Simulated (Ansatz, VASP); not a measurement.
## P in VASP and in Ansatz

INCAR

```
ALGO     = Normal         # electronic algorithm
EDIFF    = 1E-7           # SCF threshold, eV
ENCUT    = 520            # plane-wave cutoff, eV
GGA      = PS             # functional
ISIF     = 2              # what is computed and relaxed
ISMEAR   = 0              # smearing method
IVDW     = 12             # dispersion correction
LASPH    = T              # aspherical terms in the spheres
LCHARG   = F              # write CHGCAR
LREAL    = F              # projectors in reciprocal space
LWAVE    = F              # write WAVECAR
NBANDS   = 8              # bands
NELM     = 60             # most SCF steps
PREC     = Accurate       # precision mode
SIGMA    = 0.15           # smearing width, eV
```

Contents of KPOINTS:

```
k-points
0
Gamma
  28 28 28
```

File POSCAR:

```
P
1.0
    2.1903027460      0.0000000000      0.0000000000
    0.0000000000      2.1903027460      0.0000000000
    0.0000000000      0.0000000000      2.8475931932
P
1
Direct
    0.0000000000      0.0000000000      0.0000000000
```

Input for Ansatz:

```yaml
crystal:
  lattice:
    - [2.190302746, 0.0, 0.0]
    - [0.0, 2.190302746, 0.0]
    - [0.0, 0.0, 2.8475931932]
  atoms:
    - { symbol: P, position: [0.0, 0.0, 0.0] }
basis:
  ecutwfc: 420
kpoints:
  mp_grid: { grid: [28, 28, 28] }
hamiltonian:
  xc: pbesol
  dispersion: d3bj
scf:
  occupations: { method: gaussian, width: 0.15 }
output:
  forces: true
  stress: true
  eigenvalues: true
```

Alike in both runs: task single point; functional PBEsol; dispersion D3(BJ); k mesh 28 × 28 × 28; occupations gaussian, width 0.15 eV; no spin polarisation.

|  | VASP | Ansatz |
| --- | --- | --- |
| version | VASP 6.6.1 | Ansatz 0.2.0 |
| potentials or method | VASP PAW PBE potentials, release 64 (P), cutoff 520 eV | scalar-relativistic, plane waves, PAW |
| valence electrons in the cell | 5 | 5 |

Ansatz gave:

| Item | Value |
| --- | --- |
| gap on the k mesh at the Fermi level (eV) | none |
| pressure (GPa) | 15.6 |
| traceless stress, the component that is largest in VASP (GPa) | -25.62 |

Problem. What did VASP give for the same quantities?

Solution. gap on the k mesh at the Fermi level (eV): none; pressure (GPa): 15.7; traceless stress, the component that is largest in VASP (GPa): -25.56.

VASP's potentials were made for PBE, not for PBEsol. A gap of «none» marks a metal or a gap that the smearing closes.
